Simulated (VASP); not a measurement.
Write the native input for VASP 6.6.1 that does the following.

```yaml
Task: electric field gradients
Functional: PBE
Potentials_or_basis: VASP PAW PBE potentials, release 64 (Os)
Cutoff: 520 eV
k_mesh: 14 × 14 × 14
Occupations: fermi-dirac, width 0.05 eV
Spin: no spin polarisation
Dipole_correction: no
Further_INCAR_settings: ALGO = Normal; EDIFF = 1e-08; NBANDS = 10
```

The structure of Os lies in POSCAR:

```
Os
1.0
    0.0000000000      1.9052949814      1.9052949814
    1.9052949814      0.0000000000      1.9052949814
    1.9052949814      1.9052949814      0.0000000000
Os
1
Direct
    0.0000000000      0.0000000000      0.0000000000
```

This cell differs from its parent crystal: volume scaled by 0.94.

These files were run (other wordings do the same):

INCAR

```
ALGO = Normal
EDIFF = 1E-8
ENCUT = 520
GGA = PE
ISIF = 2
ISMEAR = -1
LASPH = True
LCHARG = False
LEFG = True
LREAL = False
LWAVE = False
NBANDS = 10
NELM = 100
PREC = Accurate
SIGMA = 0.05
```

KPOINTS

```
k-points
0
Gamma
  14 14 14
```

Potentials or basis: VASP PAW PBE potentials, release 64 (Os).

The run is started by

```console
$ cat potpaw_PBE.64/Os/POTCAR > POTCAR
$ mpirun -np 1 vasp_std > vasp.out
```

It gave:

```yaml
Pressure: 15.6 GPa
Band_gap_on_the_k_mesh: zero (band 4 reaches 11.99 eV, above the bottom of band 5 at 8.16 eV)
```

Caveat: without QUAD_EFG the Cq values of the log hold for a quadrupole moment of 1 mb, not for the nuclei; spin-orbit coupling is left out, which moves the levels of the heavy elements.

It took 8.9 s on 1 thread of Intel(R) Xeon(R) Platinum 8488C (Sapphire Rapids), with other jobs on the host, peak memory 0.13 GiB.
